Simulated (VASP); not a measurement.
Write the native input for VASP 6.6.1 that does the following.

- Task: single point
- Functional: PBE
- Potentials or basis: VASP PAW PBE potentials, release 64 (Si, O)
- Cutoff: 520 eV
- k mesh: 6 × 6 × 8
- Occupations: gaussian, width 0.05 eV
- Spin: no spin polarisation
- Dipole correction: no
- Further INCAR settings: ALGO = Normal; EDIFF = 1e-06; NBANDS = 25

The structure of SiO2 lies in POSCAR:

```
SiO2
1.0
    4.2358788249      0.0000000000      0.0000000000
    0.0000000000      4.2358788249      0.0000000000
    0.0000000000      0.0000000000      2.8512000000
Si O
2 4
Direct
    0.5000000000      0.5000000000      0.5000000000
    0.0000000000      0.0000000000      0.0000000000
    0.6930127928      0.6930127928      0.0000000000
    0.1930127928      0.8069872072      0.5000000000
    0.3069872072      0.3069872072      0.0000000000
    0.8069872072      0.1930127928      0.5000000000
```

One way to write it, as run:

INCAR

```
SYSTEM = SiO2
PREC = Accurate
ENCUT = 520
EDIFF = 1E-6
ISMEAR = 0
SIGMA = 0.05
LREAL = .False.
LASPH = .True.
NELM = 60
ALGO = Normal
ISIF = 2
LWAVE = .False.
LCHARG = .False.
GGA = PE
NBANDS = 25
```

KPOINTS

```
Automatic mesh
0
Gamma
  6 6 8
  0 0 0
```

Potentials or basis: VASP PAW PBE potentials, release 64 (Si, O).

Launch:

```console
$ cat potpaw_PBE.64/Si/POTCAR potpaw_PBE.64/O/POTCAR > POTCAR
$ mpirun -np 1 vasp_std > vasp.out
```

Results of the run:

```json
{
  "Pressure": "-17.0 GPa",
  "Largest force": "0.145 eV/Å",
  "Band gap on the k mesh": "3.81 eV"
}
```

Caveat: the cell stands under tension.

Run time: 72 s on 1 thread of Intel Xeon 8259CL, with other jobs on the host, peak memory 0.19 GiB.
